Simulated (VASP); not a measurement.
# Sn (P6_3/mmc) in VASP: a series of runs

Sn is run at these levels: PBEsol, LDA; tasks: relaxation of cell and atoms.

Everything below comes from runs of VASP 6.6.1. Logs are shortened: lines on timing, memory, paths and dates and some standing lists are left out, and cuts for length are marked.

## Step 1: The cell of the first run

The structure is hexagonal, space group P6_3/mmc (No. 194). The conventional cell has a = 4.709 Å, b = 4.709 Å, c = 7.674 Å, α = 90.00°, β = 90.00°, γ = 120.00°. Within 3.8 Å of Sn (site symmetry 3m) lie 4 Sn at 2.88 to 2.89 Å.

This isn't the form of Sn at room conditions, which is tetragonal (white tin).

## Step 2: Relaxation of cell and atoms, PBEsol

The input, INCAR:

```
ALGO     = Normal         # electronic algorithm
EDIFF    = 1E-6           # SCF threshold, eV
EDIFFG   = -0.005         # ionic threshold
ENCUT    = 600            # plane-wave cutoff, eV
GGA      = PS             # functional
IBRION   = 2              # ionic algorithm
ISIF     = 3              # what is computed and relaxed
ISMEAR   = -1             # smearing method
LASPH    = T              # aspherical terms in the spheres
LCHARG   = F              # write CHGCAR
LREAL    = F              # projectors in reciprocal space
LWAVE    = F              # write WAVECAR
NELM     = 60             # most SCF steps
NSW      = 80             # ionic steps
PREC     = Accurate       # precision mode
SIGMA    = 0.02           # smearing width, eV
```

The input, KPOINTS:

```
k-points
0
Gamma
  6 6 4
```

The input, POSCAR:

```
Sn
1.0
    4.7090546313      0.0000000000      0.0000000000
   -2.3545273156      4.0781609385      0.0000000000
    0.0000000000      0.0000000000      7.6743328694
Sn
4
Direct
    0.3333333333      0.6666666667     -0.0008172477
    0.6666666667      0.3333333333      0.4991827523
    0.3333333333      0.6666666667      0.3758172477
    0.6666666667      0.3333333333      0.8758172477
```

Potentials or basis: VASP PAW PBE potentials, release 64 (Sn_d).

Run with:

```console
$ cat potpaw_PBE.64/Sn_d/POTCAR > POTCAR
$ mpirun -np 1 vasp_std > vasp.out
```

OUTCAR:

```text
EDIFF = 1E-6
   EDIFFG = -0.005
   ENCUT = 600
   GGA = PS
   IBRION = 2
   ISIF = 3
   ISMEAR = -1
   LASPH = T
   LREAL = F
   NELM = 60
   NSW = 80
   PREC = Accurate

 ion  position               nearest neighbor table
   1  0.333  0.667  0.999-   4 2.88   4 2.88   4 2.88   3 2.89
   2  0.667  0.333  0.499-   3 2.88   3 2.88   3 2.88   4 2.89
   3  0.333  0.667  0.376-   2 2.88   2 2.88   2 2.88   1 2.89
   4  0.667  0.333  0.876-   1 2.88   1 2.88   1 2.88   2 2.89

  LATTYP: Found a hexagonal cell.
 ALAT       =     4.7090546313
 C/A-ratio  =     1.6296971410

  Lattice vectors:

 A1 = (   4.7090546313,   0.0000000000,   0.0000000000)
 A2 = (  -2.3545273156,   4.0781609385,   0.0000000000)
 A3 = (   0.0000000000,   0.0000000000,   7.6743328694)

Analysis of symmetry for initial positions (statically):
=====================================================================
 Subroutine PRICEL returns:
 Original cell was already a primitive cell.

 Routine SETGRP: Setting up the symmetry group for a
 hexagonal supercell.

 Subroutine GETGRP returns: Found 24 space group operations
 (whereof  6 operations were pure point group operations)
 out of a pool of 24 trial point group operations.

The static configuration has the point symmetry C_3v.
 The point group associated with its full space group is D_6h.

Analysis of symmetry for dynamics (positions and initial velocities):
=====================================================================
 Subroutine PRICEL returns:
 Original cell was already a primitive cell.

 Routine SETGRP: Setting up the symmetry group for a
 hexagonal supercell.

 Subroutine GETGRP returns: Found 24 space group operations
 (whereof  6 operations were pure point group operations)
 out of a pool of 24 trial point group operations.

The dynamic configuration has the point symmetry C_3v.
 The point group associated with its full space group is D_6h.

 Subroutine INISYM returns: Found 24 space group operations
 (whereof  6 operations are pure point group operations),
 and found     1 'primitive' translations

----------------------------------------------------------------------------------------

                                     Primitive cell

  volume of cell :     147.3801

  direct lattice vectors                    reciprocal lattice vectors
     4.709054631  0.000000000  0.000000000     0.212356848  0.122604284  0.000000000
    -2.354527316  4.078160938  0.000000000     0.000000000  0.245208567  0.000000000
     0.000000000  0.000000000  7.674332869     0.000000000  0.000000000  0.130304486

  length of vectors
     4.709054631  4.709054631  7.674332869     0.245208567  0.245208567  0.130304486

  position of ions in fractional coordinates (direct lattice)
     0.333333333  0.666666667  0.999182752
     0.666666667  0.333333333  0.499182752
     0.333333333  0.666666667  0.375817248
     0.666666667  0.333333333  0.875817248

  ion indices of the primitive-cell ions
   primitive index   ion index
                 1           1
                 2           2
                 3           3
                 4           4

----------------------------------------------------------------------------------------

 KPOINTS: k-points

Automatic generation of k-mesh.
 Grid dimensions read from file:
 generate k-points for:    6    6    4

 Generating k-lattice:

  Cartesian coordinates                     Fractional coordinates (reciprocal lattice)
     0.035392808  0.020434047  0.000000000     0.166666667 -0.000000000  0.000000000
     0.000000000  0.040868095  0.000000000     0.000000000  0.166666667  0.000000000
     0.000000000  0.000000000  0.032576122     0.000000000  0.000000000  0.250000000

  Length of vectors
     0.040868095  0.040868095  0.032576122

  Shift w.r.t. Gamma in fractional coordinates (k-lattice)
     0.000000000  0.000000000  0.000000000

 Subroutine IBZKPT returns following result:
 ===========================================

 Found     21 irreducible k-points:

 Following reciprocal coordinates:
            Coordinates               Weight
  0.000000  0.000000  0.000000      1.000000
  0.166667  0.000000  0.000000      6.000000
  0.333333  0.000000  0.000000      6.000000
  0.500000 -0.000000  0.000000      3.000000
  0.166667  0.166667  0.000000      6.000000
  0.333333  0.166667  0.000000     12.000000
[... 13 lines left out ...]
  0.333333  0.166667  0.500000     12.000000
  0.333333  0.333333  0.500000      2.000000
   k-points           NKPTS =     21   k-points in BZ     NKDIM =     21   number of bands    NBANDS=     33
   number of dos      NEDOS =    301   number of ions     NIONS =      4
   total plane-waves  NPLWV = 102400
   dimension x,y,z NGX =    40 NGY =   40 NGZ =   64
   dimension x,y,z NGXF=    80 NGYF=   80 NGZF=  128
   ions per type =               4
   NGX,Y,Z   is equivalent  to a cutoff of  14.12, 14.12, 13.86 a.u.
   NGXF,Y,Z  is equivalent  to a cutoff of  28.24, 28.24, 27.73 a.u.
 SYSTEM =  unknown system
   PREC   = accura    normal or accurate (medium, high low for compatibility)
   ISTART =      0    job   : 0-new  1-cont  2-samecut
   ICHARG =      2    charge: 1-file 2-atom 10-const
   ISPIN  =      1    spin polarized calculation?
   LNONCOLLINEAR =      F non collinear calculations
   LSORBIT =      F    spin-orbit coupling
   LASPH  =      T    aspherical Exc in radial PAW
   ENCUT  =  600.0 eV  44.10 Ry    6.64 a.u.   9.41  9.41 15.33*2*pi/ulx,y,z
   NELM   =     60;   NELMIN=  2; NELMDL= -5     # of ELM steps
   EDIFF  = 0.1E-05   stopping-criterion for ELM
   LREAL  =      F    real-space projection
   EDIFFG = -.5E-02   stopping-criterion for IOM
   NSW    =     80    number of steps for IOM
   IBRION =      2    ionic relax: 0-MD 1-quasi-New 2-CG
   NFREE  =      1    steps in history (QN), initial steepest desc. (CG)
   ISIF   =      3    stress and relaxation
   ISYM   =      2    0-nonsym 1-usesym 2-fastsym
   POTIM  = 0.5000    time-step for ionic-motion
   TEBEG  =    0.0;   TEEND  =   0.0 temperature during run
   PSTRESS=    0.0 pullay stress
   NELECT =      56.0000    total number of electrons
   NUPDOWN=      -1.0000    fix difference up-down
   EMIN   =  10.00;   EMAX   =-10.00  energy-range for DOS
   EFERMI =   0.00;   METHOD = LEGACY
   ISMEAR =    -1;   SIGMA  =   0.02  broadening in eV -4-tet -1-fermi 0-gaus
   EFERMI_NEDOS =   21; number of points for ismear=-14 and -15
   IALGO  =     38    algorithm
   IMIX   =      4    mixing-type and parameters
     AMIX     =   0.40;   BMIX     =  1.00
     AMIX_MAG =   1.60;   BMIX_MAG =  1.00
  volume/ion in A,a.u.               =      36.85       248.64
  Fermi-wavevector in a.u.,A,eV,Ry     =   1.185745  2.240733 19.129669  1.405991
  Thomas-Fermi vector in A             =   2.321932
   LORBIT       =      0    0 simple, 1 ext, 2 COOP (PROOUT), +10 PAW based schemes
   GGA     = PS    functional components
   LHFCALC =     F    Hartree Fock is set to
   AEXX    =    0.0000 exact exchange contribution
   IVDW    =     0    specifies the selected vdW correction
   LEPSILON=     F    determine dielectric tensor
   LRPA    =     F    only Hartree local field effects (RPA)
 conjugate gradient relaxation of ions
 non-spin polarized calculation
  energy-cutoff  :      600.00
  volume of cell :      147.38
 maximum number of plane-waves:      4938
 NGX is ok and might be reduce to    40
   NGX = 19   NGY = 19   NGZ = 31

--------------------------------------- Ionic step        1  -------------------------------------------

 number of electron      56.0000004 magnetization

 Free energy of the ion-electron system (eV)
  ---------------------------------------------------
  ext. energy  EPLUGINS =         0.00000000
  ---------------------------------------------------
  free energy    TOTEN  =       -16.80142453 eV

  energy without entropy =      -16.80079003  energy(sigma->0) =      -16.80110728

 E-fermi :   4.6390     XC(G=0):  -8.7282

 val. band max:        4.6169633711   @ k =   0.0000   0.0000   0.2500
 cond. band min:       4.7942385588   @ k =   0.0000   0.0000   0.0000
 fundamental gap:      0.1772751877
 Fermi energy:         4.6390356671

 k-point     1 :       0.0000    0.0000    0.0000
  band No.  band energies     occupation
      1     -16.7753      2.00000
      2     -16.7753      2.00000
      3     -16.7395      2.00000
      4     -16.7315      2.00000
      5     -16.7315      2.00000
      6     -16.7115      2.00000
[... 25 lines left out ...]
     32       6.6892      0.00000
     33       7.0836      0.00000
[... 959 lines left out ...]
 VOLUME and BASIS-vectors are now :
 -----------------------------------------------------------------------------
  energy-cutoff  :      600.00
  volume of cell :      139.90
      direct lattice vectors                 reciprocal lattice vectors
     4.628755746 -0.000000000 -0.000000000     0.216040780  0.124731202  0.000000000
    -2.314377873  4.008620064 -0.000000000     0.000000000  0.249462405  0.000000000
    -0.000000000 -0.000000000  7.539635075     0.000000000  0.000000000  0.132632414

 POSITION                                       TOTAL-FORCE (eV/Angst)
 -----------------------------------------------------------------------------------
     -0.00000      2.67241      7.53317         0.000000      0.000000     -0.000811
      2.31438      1.33621      3.76335         0.000000      0.000000     -0.000811
     -0.00000      2.67241      2.83383        -0.000000     -0.000000      0.000811
      2.31438      1.33621      6.60365        -0.000000     -0.000000      0.000811
 -----------------------------------------------------------------------------------
    total drift:                               -0.000000      0.000000      0.000000

  FREE ENERGIE OF THE ION-ELECTRON SYSTEM (eV)
  ---------------------------------------------------
  free  energy   TOTEN  =       -16.8503140439 eV

  energy  without entropy=      -16.8496677345  energy(sigma->0) =      -16.84999089

--------------------------------------- Ionic step        8  -------------------------------------------

 number of electron      56.0000008 magnetization

 Free energy of the ion-electron system (eV)
  ---------------------------------------------------
  ext. energy  EPLUGINS =         0.00000000
  ---------------------------------------------------
  free energy    TOTEN  =       -16.85032337 eV

  energy without entropy =      -16.84967636  energy(sigma->0) =      -16.84999987

 E-fermi :   5.1488     XC(G=0):  -8.9567

 val. band max:        5.1264522837   @ k =   0.0000   0.0000   0.2500
 cond. band min:       5.3193550113   @ k =   0.0000   0.0000   0.0000
 fundamental gap:      0.1929027276
 Fermi energy:         5.1487935840

 k-point     1 :       0.0000    0.0000    0.0000
  band No.  band energies     occupation
      1     -16.3419      2.00000
      2     -16.3419      2.00000
      3     -16.3009      2.00000
      4     -16.2909      2.00000
      5     -16.2909      2.00000
      6     -16.2691      2.00000
[... 25 lines left out ...]
     32       7.2095      0.00000
     33       7.6428      0.00000
[... 731 lines left out ...]
 VOLUME and BASIS-vectors are now :
 -----------------------------------------------------------------------------
  energy-cutoff  :      600.00
  volume of cell :      139.79
      direct lattice vectors                 reciprocal lattice vectors
     4.627557182 -0.000000000 -0.000000000     0.216096735  0.124763508  0.000000000
    -2.313778591  4.007582077  0.000000000     0.000000000  0.249527017  0.000000000
    -0.000000000 -0.000000000  7.537599607     0.000000000  0.000000000  0.132668230

 POSITION                                       TOTAL-FORCE (eV/Angst)
 -----------------------------------------------------------------------------------
     -0.00000      2.67172      7.53108        -0.000000     -0.000000      0.000139
      2.31378      1.33586      3.76228        -0.000000     -0.000000      0.000139
     -0.00000      2.67172      2.83312         0.000000     -0.000000     -0.000139
      2.31378      1.33586      6.60192         0.000000      0.000000     -0.000139
 -----------------------------------------------------------------------------------
    total drift:                               -0.000000      0.000000      0.000000

  FREE ENERGIE OF THE ION-ELECTRON SYSTEM (eV)
  ---------------------------------------------------
  free  energy   TOTEN  =       -16.8503233707 eV

  energy  without entropy=      -16.8496763594  energy(sigma->0) =      -16.84999987

 reached required accuracy - stopping structural energy minimisation
```

Run time: 4.4 min. Hardware: 1 thread of Intel Xeon 6975P-C (Granite Rapids), shared host; peak memory 0.36 GiB.

Results:

| Quantity | Value |
| --- | --- |
| Free energy | -16.8503 eV |
| Relaxed volume | 34.95 Å³/atom |
| Relaxed cell | a = 4.628 Å, b = 4.628 Å, c = 7.538 Å, α = 90.00°, β = 90.00°, γ = 120.00° |
| Space group after relaxing (to 0.1 Å) | P6_3/mmc (No. 194) |
| Energy gained by relaxing | 12.2 meV/atom |
| Ionic steps | 8 |
| Pressure after relaxing | 0.0 GPa |
| Band gap on the k mesh | zero (bands 28 and 29 overlap by 0.19 eV) |

The path:
| step | energy change (eV) | largest force (eV/Å) | pressure (GPa) | volume (Å³) |
| --- | --- | --- | --- | --- |
| 1 | 0.0000 | 0.0095 | -1.96 | 147.38 |
| 2 | -0.0457 | 0.0053 | 0.57 | 137.99 |
| 3 | -0.0489 | 0.0019 | 0.01 | 139.79 |
| 4 | -0.0489 | 0.0016 | -0.05 | 139.94 |
| 5 | -0.0489 | 0.0041 | -0.03 | 139.93 |
| 6 | -0.0489 | 0.0019 | -0.05 | 139.93 |
| 7 | -0.0489 | 0.0008 | -0.04 | 139.90 |
| 8 | -0.0489 | 0.0001 | 0.00 | 139.79 |

Final structure:
```xyz
4
Lattice="4.6276 0.0000 0.0000 -2.3138 4.0076 0.0000 0.0000 0.0000 7.5376" Properties=species:S:1:pos:R:3 pbc="T T T"
Sn    0.0000    2.6717    7.5311
Sn    2.3138    1.3359    3.7623
Sn    0.0000    2.6717    2.8331
Sn    2.3138    1.3359    6.6019
```

Caveat: the PAW data sets were made with another functional, which shifts forces and pressure a little; spin-orbit coupling is left out, which moves the levels of the heavy elements.

## Step 3: Relaxation of cell and atoms, LDA

The input, INCAR:

```
PREC = Accurate ; ENCUT = 600
EDIFF = 1E-7 ; ISMEAR = -1
SIGMA = 0.02 ; LREAL = F
LASPH = T ; NELM = 60
ALGO = Normal ; ISIF = 3
LWAVE = F ; LCHARG = F
GGA = CA ; IBRION = 2
NSW = 80 ; EDIFFG = -0.005
```

The input, KPOINTS:

```
Automatic mesh
0
Gamma
  6 6 4
```

POSCAR is that of step 2.

Potentials or basis: VASP PAW LDA potentials, release 64 (Sn_d).

Run with:

```console
$ cat potpaw_LDA.64/Sn_d/POTCAR > POTCAR
$ mpirun -np 1 vasp_std > vasp.out
```

Wall time 4.5 min (1 thread of Intel Xeon 6975P-C (Granite Rapids), shared host); peak memory 0.29 GiB.

The run converged. Its results:

- Free energy: -17.8010 eV
- Relaxed volume: 33.97 Å³/atom
- Relaxed cell: a = 4.584 Å, b = 4.584 Å, c = 7.468 Å, α = 90.00°, β = 90.00°, γ = 120.00°
- Space group after relaxing (to 0.1 Å): P6_3/mmc (No. 194)
- Energy gained by relaxing: 29.9 meV/atom
- Ionic steps: 8
- Pressure after relaxing: 0.0 GPa
- Band gap on the k mesh: zero (bands 28 and 29 overlap by 0.20 eV)

Step by step:
| step | energy change (eV) | largest force (eV/Å) | pressure (GPa) | volume (Å³) |
| --- | --- | --- | --- | --- |
| 1 | 0.0000 | 0.0112 | -3.06 | 147.38 |
| 2 | -0.1102 | 0.0159 | 1.05 | 132.86 |
| 3 | -0.1197 | 0.0086 | 0.00 | 135.79 |
| 4 | -0.1196 | 0.0081 | -0.07 | 136.02 |
| 5 | -0.1197 | 0.0035 | -0.07 | 136.01 |
| 6 | -0.1197 | 0.0001 | -0.07 | 136.01 |
| 7 | -0.1197 | 0.0001 | -0.04 | 135.94 |
| 8 | -0.1197 | 0.0005 | -0.02 | 135.89 |

Final structure:
```yaml
crystal:
  lattice:
    - [4.58370, 0.00000, 0.00000]
    - [-2.29185, 3.96960, 0.00000]
    - [0.00000, 0.00000, 7.46831]
  atoms:
    - { symbol: Sn, position: [0.33333, 0.66667, 0.99917] }
    - { symbol: Sn, position: [0.66667, 0.33333, 0.49917] }
    - { symbol: Sn, position: [0.33333, 0.66667, 0.37583] }
    - { symbol: Sn, position: [0.66667, 0.33333, 0.87583] }
```

Levels at points of the mesh, in eV from the Fermi level:
| k point | band 26 | band 27 | band 28 | band 29 | band 30 | band 31 |
| --- | --- | --- | --- | --- | --- | --- |
| (0.00, 0.00, 0.00) | -0.55 | -0.25 | 0.17 | 0.29 | 0.29 | 2.06 |
| (0.50, 0.00, 0.00) | -2.38 | -2.03 | -1.02 | 0.63 | 1.37 | 3.29 |
| (0.00, 0.00, 0.50) | -0.55 | -0.55 | -0.55 | 0.39 | 0.39 | 3.00 |
| (0.50, 0.00, 0.50) | -1.88 | -1.83 | -1.83 | 0.59 | 0.59 | 2.04 |

Caveat: spin-orbit coupling is left out, which moves the levels of the heavy elements.

The gap in the log of VASP goes by the Fermi energy; the results here count the filled bands.